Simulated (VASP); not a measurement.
# Sn2Ir (Fm-3m) in VASP: further runs, part 2 of 2

VASP 6.6.1. The steps go on from the part before.

### Step 5. Single point, LDA (volume scaled by 1.04)

INCAR reads:

```
SYSTEM = Sn2Ir
PREC = Accurate
ENCUT = 520
EDIFF = 1E-6
ISMEAR = -1
SIGMA = 0.03
LREAL = .FALSE.
LASPH = .TRUE.
NELM = 80
ALGO = Normal
ISIF = 2
LWAVE = .FALSE.
LCHARG = .FALSE.
NBANDS = 26
```

KPOINTS reads:

```
Automatic mesh
0
G
  10 10 10
  0 0 0
```

POSCAR reads:

```
Sn2Ir
1.0
    0.0000000000      3.2107021507      3.2107021507
    3.2107021507      0.0000000000      3.2107021507
    3.2107021507      3.2107021507      0.0000000000
Sn Ir
2 1
Direct
    0.2500000000      0.2500000000      0.2500000000
    0.7500000000      0.7500000000      0.7500000000
    0.0000000000      0.0000000000      0.0000000000
```

Potentials or basis: VASP PAW LDA potentials, release 64 (Sn_d, Ir).

Run with:

```bash
cat potpaw_LDA.64/Sn_d/POTCAR potpaw_LDA.64/Ir/POTCAR > POTCAR
mpirun -np 1 vasp_std > vasp.out
```

OUTCAR:

```text
SYSTEM = Sn2Ir
   PREC = Accurate
   ENCUT = 520
   EDIFF = 1E-6
   ISMEAR = -1
   LREAL = .FALSE.
   LASPH = .TRUE.
   NELM = 80
   ISIF = 2

 ion  position               nearest neighbor table
   1  0.250  0.250  0.250-   3 2.78   3 2.78   3 2.78   3 2.78   2 3.21   2 3.21   2 3.21   2 3.21
                             2 3.21   2 3.21
   2  0.750  0.750  0.750-   3 2.78   3 2.78   3 2.78   3 2.78   1 3.21   1 3.21   1 3.21   1 3.21
                             1 3.21   1 3.21
   3  0.000  0.000  0.000-   2 2.78   1 2.78   2 2.78   1 2.78   2 2.78   2 2.78   1 2.78   1 2.78

  LATTYP: Found a face centered cubic cell.
 ALAT       =     6.4214043014

  Lattice vectors:

 A1 = (   0.0000000000,   3.2107021507,   3.2107021507)
 A2 = (   3.2107021507,   0.0000000000,   3.2107021507)
 A3 = (   3.2107021507,   3.2107021507,   0.0000000000)

Analysis of symmetry for initial positions (statically):
=====================================================================
 Subroutine PRICEL returns:
 Original cell was already a primitive cell.

 Routine SETGRP: Setting up the symmetry group for a
 face centered cubic supercell.

 Subroutine GETGRP returns: Found 48 space group operations
 (whereof 48 operations were pure point group operations)
 out of a pool of 48 trial point group operations.

The static configuration has the point symmetry O_h .

Analysis of symmetry for dynamics (positions and initial velocities):
=====================================================================
 Subroutine PRICEL returns:
 Original cell was already a primitive cell.

 Routine SETGRP: Setting up the symmetry group for a
 face centered cubic supercell.

 Subroutine GETGRP returns: Found 48 space group operations
 (whereof 48 operations were pure point group operations)
 out of a pool of 48 trial point group operations.

The dynamic configuration has the point symmetry O_h .

[... 110 lines left out ...]
   PSTRESS=    0.0 pullay stress
   NELECT =      37.0000    total number of electrons
   NUPDOWN=      -1.0000    fix difference up-down
   EMIN   =  10.00;   EMAX   =-10.00  energy-range for DOS
   EFERMI =   0.00;   METHOD = LEGACY
   ISMEAR =    -1;   SIGMA  =   0.03  broadening in eV -4-tet -1-fermi 0-gaus
   EFERMI_NEDOS =   21; number of points for ismear=-14 and -15
   IALGO  =     38    algorithm
   IMIX   =      4    mixing-type and parameters
     AMIX     =   0.40;   BMIX     =  1.00
     AMIX_MAG =   1.60;   BMIX_MAG =  1.00
  volume/ion in A,a.u.               =      22.07       148.90
  Fermi-wavevector in a.u.,A,eV,Ry     =   1.348545  2.548380 24.743190  1.818573
  Thomas-Fermi vector in A             =   2.476205
   LORBIT       =      0    0 simple, 1 ext, 2 COOP (PROOUT), +10 PAW based schemes
   GGA     = CA    functional components
   LHFCALC =     F    Hartree Fock is set to
   AEXX    =    0.0000 exact exchange contribution
   IVDW    =     0    specifies the selected vdW correction
   LEPSILON=     F    determine dielectric tensor
   LRPA    =     F    only Hartree local field effects (RPA)
 non-spin polarized calculation
  energy-cutoff  :      520.00
  volume of cell :       66.20
 maximum number of plane-waves:      1807
 NGX is ok and might be reduce to    36
   NGX = 17   NGY = 17   NGZ = 17

 number of electron      37.0000011 magnetization

 Free energy of the ion-electron system (eV)
  ---------------------------------------------------
  ext. energy  EPLUGINS =         0.00000000
  ---------------------------------------------------
  free energy    TOTEN  =       -20.18546307 eV

  energy without entropy =      -20.18022325  energy(sigma->0) =      -20.18284316

 E-fermi :   8.2692     XC(G=0): -11.3999

 val. band max:        8.2550098423   @ k =   0.5000   0.0000   0.0000
 cond. band min:       8.2840401504   @ k =   0.5000   0.2000   0.1000
 fundamental gap:      0.0290303081
 Fermi energy:         8.2692139694

 k-point     1 :       0.0000    0.0000    0.0000
  band No.  band energies     occupation
      1     -13.1204      2.00000
      2     -13.1204      2.00000
      3     -13.0152      2.00000
      4     -13.0152      2.00000
      5     -13.0152      2.00000
      6     -12.8707      2.00000
[... 685 lines left out ...]
     25      17.8185      0.00000
     26      18.2917      0.00000

 [... further k-points ...]
[... 5 lines left out ...]
  --------------------------------------------------------------------------------------
  -------------------------------------------------------------------------------------
  Total       -2.6110326     -2.6110326     -2.6110326     -0.0000000      0.0000000      0.0000000
  in kB      -63.1964704    -63.1964704    -63.1964704     -0.0000000      0.0000000      0.0000000
  external PRESSURE =     -63.1964704 kB  Pullay stress =       0.0000000 kB

 VOLUME and BASIS-vectors are now :
 -----------------------------------------------------------------------------
  energy-cutoff  :      520.00
  volume of cell :       66.20
      direct lattice vectors                 reciprocal lattice vectors
     0.000000000  3.210702151  3.210702151    -0.155729176  0.155729176  0.155729176
     3.210702151  0.000000000  3.210702151     0.155729176 -0.155729176  0.155729176
     3.210702151  3.210702151  0.000000000     0.155729176  0.155729176 -0.155729176

 POSITION                                       TOTAL-FORCE (eV/Angst)
 -----------------------------------------------------------------------------------
      1.60535      1.60535      1.60535         0.000000      0.000000      0.000000
      4.81605      4.81605      4.81605        -0.000000     -0.000000     -0.000000
      0.00000      0.00000      0.00000        -0.000000     -0.000000     -0.000000
 -----------------------------------------------------------------------------------
    total drift:                                0.000000      0.000000      0.000000

  FREE ENERGIE OF THE ION-ELECTRON SYSTEM (eV)
  ---------------------------------------------------
  free  energy   TOTEN  =       -20.1854630698 eV

  energy  without entropy=      -20.1802232501  energy(sigma->0) =      -20.18284316
```

It took 78 s on 1 thread of AMD EPYC 7R43 (Zen 3), shared host; peak memory 0.18 GiB.

Results:

```yaml
Free_energy: -20.1855 eV
Pressure: -6.3 GPa
```

Caveat: spin-orbit coupling is left out, which moves the levels of the heavy elements.

### Step 6. Overview

```tsv
cell	gap on the mesh (eV)	pressure (GPa)
a = 4.390 Å, angles 60.0°, 3 atoms	none	7.4
a = 4.452 Å, angles 60.0°, 3 atoms	none	0.9
a = 4.497 Å, angles 60.0°, 3 atoms	none	-3.1
a = 4.541 Å, angles 60.0°, 3 atoms	none	-6.3
```

Alike in all rows: task single point; level LDA; potentials or basis VASP PAW LDA potentials, release 64 (Sn_d, Ir); no spin polarisation; k mesh 10 × 10 × 10; cutoff (eV) 520; smearing fermi-dirac 0.03 eV.

Caveats: spin-orbit coupling is left out, which moves the levels of the heavy elements.

Total energies depend on the potentials used, so only differences within one code and one set of settings carry meaning.
